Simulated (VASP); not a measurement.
Input of a VASP 6.6.1 run:

The input INCAR:

```
  PREC = Accurate
  ENCUT = 520
  EDIFF = 1E-6
  ISMEAR = 0
  SIGMA = 0.05
  LREAL = False
  LASPH = True
  NELM = 60
  ALGO = Normal
  ISIF = 2
  LWAVE = False
  LCHARG = False
  GGA = PE
  IVDW = 12
  NBANDS = 11
```

File KPOINTS:

```
Automatic mesh
0
Gamma
  12 12 12
```

The input POSCAR:

```
BN
1.0
    0.0000000000      3.3394821895      2.1688319106
    1.2538424675      0.0000000000      2.1688319106
    1.2538424675      3.3394821895      0.0000000000
B N
1 1
Direct
    0.0001068737      0.0001068737      0.9998931263
    0.7011739428      0.7011739428      0.2988260572
```

Potentials or basis: VASP PAW PBE potentials, release 64 (B, N).

Launch:

```bash
$ cat potpaw_PBE.64/B/POTCAR potpaw_PBE.64/N/POTCAR > POTCAR
$ mpirun -np 1 vasp_std > vasp.out
```

Estimate the band gap on the k mesh.

2.53 eV, indirect (least direct gap 3.90 eV).

Predict the dispersion energy per atom.

-0.140 eV.

Predict the largest force.

7.850 eV/Å.

Stress tensor (GPa, compression positive):
```
-7.48  0.00  0.00
 0.00 -0.04  0.00
 0.00  0.00 37.72
```

Caveat: the cell differs from its parent crystal (all N atoms moved +0.150 Å, as atom 2 along Cartesian [0 0 1]); forces of over 1 eV/Å act on the atoms, so gaps and moduli don't describe the material at rest. A k mesh can miss the band edges.
